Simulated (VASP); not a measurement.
Here is a VASP 6.6.1 calculation.

Contents of INCAR:

```
PREC = Accurate
ENCUT = 520
EDIFF = 1E-6
ISMEAR = 0
SIGMA = 0.1
LREAL = F
LASPH = T
NELM = 150
ALGO = Normal
ISIF = 2
LWAVE = F
LCHARG = F
ISPIN = 2
MAGMOM = 2 1 0 0 0 0
LORBIT = 11
LMAXMIX = 4
GGA = PE
NBANDS = 38
```

KPOINTS

```
Automatic mesh
0
Gamma
  6 6 2
```

File POSCAR:

```
VMoS4
1.0
    3.4251380300      0.0000000000      0.0000000000
   -1.7125690100      2.9662565400      0.0000000000
    0.0000000000      0.0000000000     12.4303792300
V Mo S
1 1 4
Direct
    0.0000000000      0.0000000000      0.5000000000
    0.0000000000      0.0000000000      0.0000000000
    0.6666666700      0.3333333300      0.3803116700
    0.6666666700      0.3333333300      0.8803116700
    0.3333333300      0.6666666700      0.1196883300
    0.3333333300      0.6666666700      0.6196883300
```

Potentials or basis: VASP PAW PBE potentials, release 64 (V_sv, Mo_sv, S).

Command:

```bash
$ cat potpaw_PBE.64/V_sv/POTCAR potpaw_PBE.64/Mo_sv/POTCAR potpaw_PBE.64/S/POTCAR > POTCAR
$ mpirun -np 1 vasp_std > vasp.out
```

**Question.** What does it give for the pressure?

**Answer.** -8.7 GPa.

**Question.** Predict the net moment.

**Answer.** 1.03 μB per cell.

**Question.** What does it give for the band gap on the k mesh?

**Answer.** Zero (filled and empty bands overlap).

Forces in eV/Å, atoms in the order of the input:
```
V    0.000  0.000  0.000
Mo   0.000  0.000  0.000
S    0.000  0.000  1.268
S    0.000  0.000  0.275
S    0.000  0.000 -0.275
S    0.000  0.000 -1.268
```

Caveat: the cell stands under tension; this functional lacks dispersion, which binds the layers, so the pressure and a relaxed spacing across them are unreliable; forces of over 1 eV/Å act on the atoms, so gaps and moduli don't describe the material at rest. With open d or f shells a metallic result of PBE can be an artefact of self-interaction; +U or a hybrid may open a gap.
